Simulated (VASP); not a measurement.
Set up this calculation in VASP 6.6.1, as the native input.

* Task: single point
* Functional: PBE
* Potentials or basis: VASP PAW PBE potentials, release 64 (Si, C)
* Cutoff: 600 eV
* k mesh: 8 × 8 × 5
* Occupations: gaussian, width 0.01 eV
* Spin: no spin polarisation
* Dipole correction: no
* Further INCAR settings: ALGO = Normal; EDIFF = 1e-06; NBANDS = 16

The structure of SiC lies in POSCAR:

```
SiC
1.0
    3.0114150384      0.0000000000      0.0000000000
   -1.5057075192      2.6079619246      0.0000000000
    0.0000000000      0.0000000000      4.9381907191
Si C
2 2
Direct
    0.3333333333      0.6666666667      0.0045962560
    0.6666666667      0.3333333333      0.5045962560
    0.3333333333      0.6666666667      0.3804037440
    0.6666666667      0.3333333333      0.8804037440
```

These files were run (other wordings do the same):

INCAR

```
SYSTEM = SiC
PREC = Accurate ; ENCUT = 600
EDIFF = 1E-6 ; ISMEAR = 0
SIGMA = 0.01 ; LREAL = .FALSE.
LASPH = .TRUE. ; NELM = 120
ALGO = Normal ; ISIF = 2
LWAVE = .FALSE. ; LCHARG = .TRUE.
GGA = PE ; LELF = .TRUE.
LVHAR = .TRUE. ; NBANDS = 16
GGA_COMPAT = .FALSE.
```

KPOINTS

```
regular mesh
0
G
  8 8 5
  0 0 0
```

Potentials or basis: VASP PAW PBE potentials, release 64 (Si, C).

Command:

```console
$ cat potpaw_PBE.64/Si/POTCAR potpaw_PBE.64/C/POTCAR > POTCAR
$ mpirun -np 1 vasp_std > vasp.out
```

Results of the run:

| Property | Result |
| --- | --- |
| Pressure | 19.7 GPa |
| Band gap on the k mesh | 2.43 eV (least direct gap 4.09 eV) |

Caveat: the cell stands under pressure; an odd mesh through Γ misses points on the zone boundary, where band edges can lie.

It took 20 s on 1 thread of Intel Xeon 8259CL, with other jobs on the host, peak memory 0.16 GiB.
